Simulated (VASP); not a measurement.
# Si4W2Cl in VASP: further runs

Si4W2Cl is run at these levels: PBE; tasks: single point.

Program: VASP 6.6.1. These are calculated values, not measurements. Logs are shortened: lines on timing, memory, paths and dates and some standing lists are left out, and cuts for length are marked.

## (1) The cell of the first run

The cell holds a slab with vacuum, 7 atoms: a = 3.229 Å, b = 3.229 Å, c = 21.937 Å, α = 90.00°, β = 90.00°, γ = 90.00°.

## (2) Single point, PBE

File INCAR:

```
PREC = Accurate ; ENCUT = 520
EDIFF = 1E-6 ; ISMEAR = 0
SIGMA = 0.1 ; LREAL = False
LASPH = True ; NELM = 60
ALGO = Normal ; ISIF = 2
LWAVE = False ; LCHARG = False
LDIPOL = True ; IDIPOL = 3
DIPOL = 0.5 0.5 0.364 ; GGA = PE
NBANDS = 34
```

File KPOINTS:

```
Automatic mesh
0
Gamma
  8 8 1
```

File POSCAR:

```
Si4W2Cl
1.0
    3.2292919632      0.0000000000      0.0000000000
    0.0000000000      3.2292919632      0.0000000000
    0.0000000000      0.0000000000     21.9372962356
Si W Cl
4 2 1
Direct
    0.0000000000      0.0000000000      0.1823378760
    0.0000000000      0.0000000000      0.3009901015
    0.5000000000      0.5000000000      0.3590107492
    0.5000000000      0.5000000000      0.4757786066
    0.5000000000      0.5000000000      0.2416639887
    0.0000000000      0.0000000000      0.4178382292
    0.5000000000      0.5000000000      0.5695821099
```

Potentials or basis: VASP PAW PBE potentials, release 64 (Si, W_sv, Cl).

Command:

```sh
cat potpaw_PBE.64/Si/POTCAR potpaw_PBE.64/W_sv/POTCAR potpaw_PBE.64/Cl/POTCAR > POTCAR
mpirun -np 1 vasp_std > vasp.out
```

OUTCAR:

```text
PREC = Accurate
   ENCUT = 520
   EDIFF = 1E-6
   ISMEAR = 0
   LREAL = False
   LASPH = True
   NELM = 60
   ISIF = 2
   GGA = PE

 ion  position               nearest neighbor table
   1  0.000  0.000  0.182-   2 2.60   5 2.63   5 2.63   5 2.63   5 2.63
   2  0.000  0.000  0.301-   6 2.56   1 2.60   3 2.61   3 2.61   3 2.61   3 2.61   5 2.63   5 2.63
                             5 2.63   5 2.63
   3  0.500  0.500  0.359-   4 2.56   5 2.57   2 2.61   2 2.61   2 2.61   2 2.61   6 2.62   6 2.62
                             6 2.62   6 2.62
   4  0.500  0.500  0.476-   7 2.06   3 2.56   6 2.61   6 2.61   6 2.61   6 2.61
   5  0.500  0.500  0.242-   3 2.57   1 2.63   1 2.63   1 2.63   1 2.63   2 2.63   2 2.63   2 2.63
                             2 2.63
   6  0.000  0.000  0.418-   2 2.56   4 2.61   4 2.61   4 2.61   4 2.61   3 2.62   3 2.62   3 2.62
                             3 2.62
   7  0.500  0.500  0.570-   4 2.06

  LATTYP: Found a simple tetragonal cell.
 ALAT       =     3.2292919632
 C/A-ratio  =     6.7932216986

  Lattice vectors:

 A1 = (   3.2292919632,   0.0000000000,   0.0000000000)
 A2 = (   0.0000000000,   3.2292919632,   0.0000000000)
 A3 = (   0.0000000000,   0.0000000000,  21.9372962356)

Analysis of symmetry for initial positions (statically):
=====================================================================
 Subroutine PRICEL returns:
 Original cell was already a primitive cell.

 Routine SETGRP: Setting up the symmetry group for a
 simple tetragonal supercell.

 Subroutine GETGRP returns: Found  8 space group operations
 (whereof  8 operations were pure point group operations)
 out of a pool of 16 trial point group operations.

The static configuration has the point symmetry C_4v.

Analysis of symmetry for dynamics (positions and initial velocities):
=====================================================================
 Subroutine PRICEL returns:
 Original cell was already a primitive cell.

 Routine SETGRP: Setting up the symmetry group for a
 simple tetragonal supercell.

 Subroutine GETGRP returns: Found  8 space group operations
 (whereof  8 operations were pure point group operations)
 out of a pool of 16 trial point group operations.

The dynamic configuration has the point symmetry C_4v.

 Subroutine INISYM returns: Found  8 space group operations
 (whereof  8 operations are pure point group operations),
 and found     1 'primitive' translations

[... 103 lines left out ...]
   TEBEG  =    0.0;   TEEND  =   0.0 temperature during run
   PSTRESS=    0.0 pullay stress
   NELECT =      51.0000    total number of electrons
   NUPDOWN=      -1.0000    fix difference up-down
   EMIN   =  10.00;   EMAX   =-10.00  energy-range for DOS
   EFERMI =   0.00;   METHOD = LEGACY
   ISMEAR =     0;   SIGMA  =   0.10  broadening in eV -4-tet -1-fermi 0-gaus
   EFERMI_NEDOS =   21; number of points for ismear=-14 and -15
   IALGO  =     38    algorithm
   IMIX   =      4    mixing-type and parameters
     AMIX     =   0.40;   BMIX     =  1.00
     AMIX_MAG =   1.60;   BMIX_MAG =  1.00
  volume/ion in A,a.u.               =      32.68       220.54
  Fermi-wavevector in a.u.,A,eV,Ry     =   0.992656  1.875849 13.406730  0.985367
  Thomas-Fermi vector in A             =   2.124484
   LORBIT       =      0    0 simple, 1 ext, 2 COOP (PROOUT), +10 PAW based schemes
   GGA     = PE    functional components
   LHFCALC =     F    Hartree Fock is set to
   AEXX    =    0.0000 exact exchange contribution
   IVDW    =     0    specifies the selected vdW correction
   LEPSILON=     F    determine dielectric tensor
   LRPA    =     F    only Hartree local field effects (RPA)
 non-spin polarized calculation
 Gauss-broadening in eV      SIGMA  =   0.10
  energy-cutoff  :      520.00
  volume of cell :      228.77
 maximum number of plane-waves:      6214
   NGX = 13   NGY = 13   NGZ = 81

 dipolmoment           0.000000      0.000000     -0.467754 electrons x Angstroem

 number of electron      50.9999999 magnetization

 dipolmoment           0.000000      0.000000      0.056158 electrons x Angstroem

 Free energy of the ion-electron system (eV)
  ---------------------------------------------------
  ext. energy  EPLUGINS =         0.00000000
  ---------------------------------------------------
  free energy    TOTEN  =       -50.23311161 eV

  energy without entropy =      -50.20553574  energy(sigma->0) =      -50.21932368

 E-fermi :   1.8355     XC(G=0):  -6.1408

 val. band max:        1.8352508262   @ k =   0.2500   0.1250   0.0000
 cond. band min:       1.8364549206   @ k =   0.3750   0.0000   0.0000
 fundamental gap:      0.0012040944
 Fermi energy:         1.8355032232

 k-point     1 :       0.0000    0.0000    0.0000
  band No.  band energies     occupation
      1     -71.9766      2.00000
      2     -71.9338      2.00000
      3     -36.2173      2.00000
      4     -36.2074      2.00000
      5     -36.2074      2.00000
      6     -36.1935      2.00000
[... 544 lines left out ...]
     33       5.8460      0.00000
     34       6.1703      0.00000

------------------------ aborting loop because EDIFF is reached ----------------------------------------

 vacuum level on the upper side and lower side of the slab       (xc-potential included)         0.463        -0.486

  FORCE on cell =-STRESS in cart. coord.  units (eV):
  Direction    XX          YY          ZZ          XY          YZ          ZX
  --------------------------------------------------------------------------------------
  -------------------------------------------------------------------------------------
  Total       -0.4312396     -0.4312396      0.1195541      0.0000000      0.0000000      0.0000000
  in kB       -3.0201708     -3.0201708      0.8372927      0.0000000      0.0000000      0.0000000
  external PRESSURE =      -1.7343497 kB  Pullay stress =       0.0000000 kB

 VOLUME and BASIS-vectors are now :
 -----------------------------------------------------------------------------
  energy-cutoff  :      520.00
  volume of cell :      228.77
      direct lattice vectors                 reciprocal lattice vectors
     3.229291963  0.000000000  0.000000000     0.309665404  0.000000000  0.000000000
     0.000000000  3.229291963  0.000000000     0.000000000  0.309665404  0.000000000
     0.000000000  0.000000000 21.937296236     0.000000000  0.000000000  0.045584469

 POSITION                                       TOTAL-FORCE (eV/Angst)
 -----------------------------------------------------------------------------------
      0.00000      0.00000      4.00000        -0.000000     -0.000000      0.423847
      0.00000      0.00000      6.60291        -0.000000     -0.000000     -0.527772
      1.61465      1.61465      7.87573        -0.000000      0.000000     -0.273299
      1.61465      1.61465     10.43730        -0.000000     -0.000000      0.607036
      1.61465      1.61465      5.30145        -0.000000      0.000000     -0.003863
      0.00000      0.00000      9.16624         0.000000     -0.000000     -0.183728
      1.61465      1.61465     12.49509        -0.000000     -0.000000     -0.042221
 -----------------------------------------------------------------------------------
    total drift:                                0.000000      0.000000     -0.000225

  FREE ENERGIE OF THE ION-ELECTRON SYSTEM (eV)
  ---------------------------------------------------
  free  energy   TOTEN  =       -50.2331116139 eV

  energy  without entropy=      -50.2055357428  energy(sigma->0) =      -50.21932368

 vacuum level on the upper side and lower side of the slab         7.186         6.213
```

stdout:

```text
POSCAR found type information on POSCAR SiW Cl
 POSCAR found :  3 types and       7 ions
 scaLAPACK will be used
 LDA part: xc-table for (Slater+PW92), standard interpolation
 POSCAR, INCAR and KPOINTS ok, starting setup
 FFT: planning ... GRIDC
 FFT: planning ... GRID_SOFT
 FFT: planning ... GRID
 WAVECAR not read
 entering main loop
```

Run time: 2.9 min. Hardware: 1 thread of Intel Xeon Platinum 8259CL at 2.50GHz (Skylake/Cascade Lake), shared host; peak memory 0.36 GiB.

What came out:

- Free energy: -50.2331 eV
- Largest force: 0.607 eV/Å

Forces on the atoms (eV/Å):
```
Si   0.000  0.000  0.424
Si   0.000  0.000 -0.528
Si   0.000  0.000 -0.273
Si   0.000  0.000  0.607
W    0.000  0.000 -0.004
W    0.000  0.000 -0.184
Cl   0.000  0.000 -0.042
```

Caveat: spin-orbit coupling is left out, which moves the levels of the heavy elements; an odd number of electrons without spin polarisation forces a metal; a magnetic or distorted state may lie lower.

## (3) Single point, PBE

File INCAR:

```
PREC = Accurate
ENCUT = 520
EDIFF = 1E-6
ISMEAR = 0
SIGMA = 0.1
LREAL = False
LASPH = True
NELM = 60
ALGO = Normal
ISIF = 2
LWAVE = False
LCHARG = False
LDIPOL = True
IDIPOL = 3
DIPOL = 0.5 0.5 0.361
GGA = PE
NBANDS = 34
```

File KPOINTS:

```
regular mesh
0
Gamma
  8 8 1
```

Changes to POSCAR since step 2:

```diff
@@ -14,2 +14,2 @@
     0.0000000000      0.0000000000      0.4178382292
-    0.5000000000      0.5000000000      0.5695821099
+    1.0000000000      1.0000000000      0.5472865382
```

Potentials or basis: VASP PAW PBE potentials, release 64 (Si, W_sv, Cl).

Command:

```sh
cat potpaw_PBE.64/Si/POTCAR potpaw_PBE.64/W_sv/POTCAR potpaw_PBE.64/Cl/POTCAR > POTCAR
mpirun -np 1 vasp_std > vasp.out
```

OUTCAR:

```text
PREC = Accurate
   ENCUT = 520
   EDIFF = 1E-6
   ISMEAR = 0
   LREAL = False
   LASPH = True
   NELM = 60
   ISIF = 2
   GGA = PE

 ion  position               nearest neighbor table
   1  0.000  0.000  0.182-   2 2.60   5 2.63   5 2.63   5 2.63   5 2.63
   2  0.000  0.000  0.301-   6 2.56   1 2.60   3 2.61   3 2.61   3 2.61   3 2.61   5 2.63   5 2.63
                             5 2.63   5 2.63
   3  0.500  0.500  0.359-   4 2.56   5 2.57   2 2.61   2 2.61   2 2.61   2 2.61   6 2.62   6 2.62
                             6 2.62   6 2.62
   4  0.500  0.500  0.476-   3 2.56   6 2.61   6 2.61   6 2.61   6 2.61   7 2.77   7 2.77   7 2.77
                             7 2.77
   5  0.500  0.500  0.242-   3 2.57   1 2.63   1 2.63   1 2.63   1 2.63   2 2.63   2 2.63   2 2.63
                             2 2.63
   6  0.000  0.000  0.418-   2 2.56   4 2.61   4 2.61   4 2.61   4 2.61   3 2.62   3 2.62   3 2.62
[... 765 lines left out ...]
 VOLUME and BASIS-vectors are now :
 -----------------------------------------------------------------------------
  energy-cutoff  :      520.00
  volume of cell :      228.77
      direct lattice vectors                 reciprocal lattice vectors
     3.229291963  0.000000000  0.000000000     0.309665404  0.000000000  0.000000000
     0.000000000  3.229291963  0.000000000     0.000000000  0.309665404  0.000000000
     0.000000000  0.000000000 21.937296236     0.000000000  0.000000000  0.045584469

 POSITION                                       TOTAL-FORCE (eV/Angst)
 -----------------------------------------------------------------------------------
      0.00000      0.00000      4.00000        -0.000000      0.000000      0.377201
      0.00000      0.00000      6.60291         0.000000      0.000000     -0.530684
      1.61465      1.61465      7.87573        -0.000000      0.000000     -0.396684
      1.61465      1.61465     10.43730        -0.000000      0.000000     -0.034121
      1.61465      1.61465      5.30145        -0.000000     -0.000000      0.081901
      0.00000      0.00000      9.16624         0.000000      0.000000      0.502553
      0.00000      0.00000     12.00599        -0.000000      0.000000     -0.000166
 -----------------------------------------------------------------------------------
    total drift:                                0.000000      0.000000     -0.000252

  FREE ENERGIE OF THE ION-ELECTRON SYSTEM (eV)
  ---------------------------------------------------
  free  energy   TOTEN  =       -49.3066179490 eV

  energy  without entropy=      -49.2936855358  energy(sigma->0) =      -49.30015174

 vacuum level on the upper side and lower side of the slab         7.050         6.437
```

OSZICAR:

```text
N       E                     dE             d eps       ncg     rms          rms(c)
DAV:   1     0.417806342804E+03    0.41781E+03   -0.26666E+04  1204   0.130E+03
DAV:   2    -0.256736366746E+02   -0.44348E+03   -0.43241E+03  1282   0.331E+02
DAV:   3    -0.509433111931E+02   -0.25270E+02   -0.24639E+02  1292   0.747E+01
[... 20 lines left out ...]
DAV:  24    -0.493066060579E+02   -0.57753E-05   -0.33220E-07   714   0.248E-03    0.132E-03
DAV:  25    -0.493066131290E+02   -0.70711E-05   -0.28754E-07   760   0.171E-03    0.795E-04
DAV:  26    -0.493066155540E+02   -0.24250E-05   -0.94740E-08   670   0.130E-03    0.778E-04
DAV:  27    -0.493066175949E+02   -0.20409E-05   -0.96439E-08   672   0.140E-03    0.411E-04
DAV:  28    -0.493066179490E+02   -0.35406E-06   -0.35192E-08   640   0.795E-04
   1 F= -.49306618E+02 E0= -.49300152E+02  d E =-.129324E-01
```

Run time: 2.9 min. Hardware: 1 thread of Intel Xeon Platinum 8259CL at 2.50GHz (Skylake/Cascade Lake), shared host; peak memory 0.36 GiB.

What came out:

```yaml
Free_energy: -49.3066 eV
Largest_force: 0.531 eV/Å
```

Forces on the atoms (eV/Å):
```
Si   0.000  0.000  0.377
Si   0.000  0.000 -0.531
Si   0.000  0.000 -0.397
Si   0.000  0.000 -0.034
W    0.000  0.000  0.082
W    0.000  0.000  0.503
Cl   0.000  0.000  0.000
```

Caveat: spin-orbit coupling is left out, which moves the levels of the heavy elements; an odd number of electrons without spin polarisation forces a metal; a magnetic or distorted state may lie lower.

## (4) Single point, PBE

File INCAR:

```
PREC = Accurate
ENCUT = 400
EDIFF = 1E-6
ISMEAR = 0
SIGMA = 0.1
LREAL = F
LASPH = T
NELM = 120
ALGO = Normal
ISIF = 2
LWAVE = F
LCHARG = F
LDIPOL = T
IDIPOL = 3
DIPOL = 0.5 0.5 0.364
GGA = PE
NBANDS = 34
GGA_COMPAT = F
NELMDL = -8
```

KPOINTS is that of step 3.

Changes to POSCAR since step 3:

```diff
@@ -14,2 +14,2 @@
     0.0000000000      0.0000000000      0.4178382292
-    1.0000000000      1.0000000000      0.5472865382
+    0.5000000000      0.5000000000      0.5695827394
```

Command:

```sh
cat potpaw_PBE.64/Si/POTCAR potpaw_PBE.64/W_sv/POTCAR potpaw_PBE.64/Cl/POTCAR > POTCAR
mpirun -np 1 vasp_std > vasp.out
```

Run time: 86 s. Hardware: 1 thread of Intel Xeon 6975P-C (Granite Rapids), shared host; peak memory 0.29 GiB.

Results (log left out):

```
Free energy   : -50.2313 eV
Largest force : 0.605 eV/Å
```

Forces in eV/Å, atoms in the order of the input:
```
Si   0.000  0.000  0.423
Si   0.000  0.000 -0.528
Si   0.000  0.000 -0.273
Si   0.000  0.000  0.605
W    0.000  0.000 -0.004
W    0.000  0.000 -0.184
Cl   0.000  0.000 -0.040
```

Levels at points of the mesh, in eV from the Fermi level:
| k point | band 23 | band 24 | band 25 | band 26 | band 27 | band 28 | band 29 | band 30 |
| --- | --- | --- | --- | --- | --- | --- | --- | --- |
| (0.00, 0.00, 0.00) | -0.58 | -0.58 | 0.72 | 0.75 | 0.91 | 0.98 | 0.98 | 2.60 |
| (0.50, 0.00, 0.00) | -1.68 | -1.45 | -0.29 | -0.24 | -0.14 | 2.66 | 2.72 | 3.07 |
| (0.50, 0.50, 0.00) | -2.13 | -1.96 | -1.96 | -0.32 | 0.88 | 1.94 | 3.00 | 3.09 |

Caveat: spin-orbit coupling is left out, which moves the levels of the heavy elements; an odd number of electrons without spin polarisation forces a metal; a magnetic or distorted state may lie lower.
